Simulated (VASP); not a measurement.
InSb (x), 2 atoms in the cell. Symmetry: F-43m, No. 216, cubic system. The conventional cell has a = 6.633 Å, b = 6.633 Å, c = 6.633 Å, α = 90.00°, β = 90.00°, γ = 90.00°. In (site symmetry -43m) has 4 Sb at 2.87 Å within 3.8 Å. Sb (site symmetry -43m) has 4 In at 2.87 Å within 3.8 Å. 

```yaml
Program: VASP 6.6.1
Task: single point
Functional: LDA
Potentials_or_basis: VASP PAW LDA potentials, release 64 (In_d, Sb)
Cutoff: 520 eV
k_mesh: 12 × 12 × 12
Occupations: gaussian, width 0.1 eV
Spin: no spin polarisation
Dipole_correction: no
Further_INCAR_settings: ALGO = Normal; EDIFF = 1e-07; NBANDS = 16
```

Potentials or basis: VASP PAW LDA potentials, release 64 (In_d, Sb).

Run with:

```sh
$ cat potpaw_LDA.64/In_d/POTCAR potpaw_LDA.64/Sb/POTCAR > POTCAR
$ mpirun -np 1 vasp_std > vasp.out
```

Hardware: 1 thread of AMD EPYC 7R43 64-Core Processor (Zen 3) (shared host).

How long does it take, and how much memory?

Wall time 2.8 min on 1 thread of AMD EPYC 7R43 64-Core Processor (Zen 3), with other jobs on the host, peak memory 0.19 GiB. Counts: scf iterations 13, k points 72.
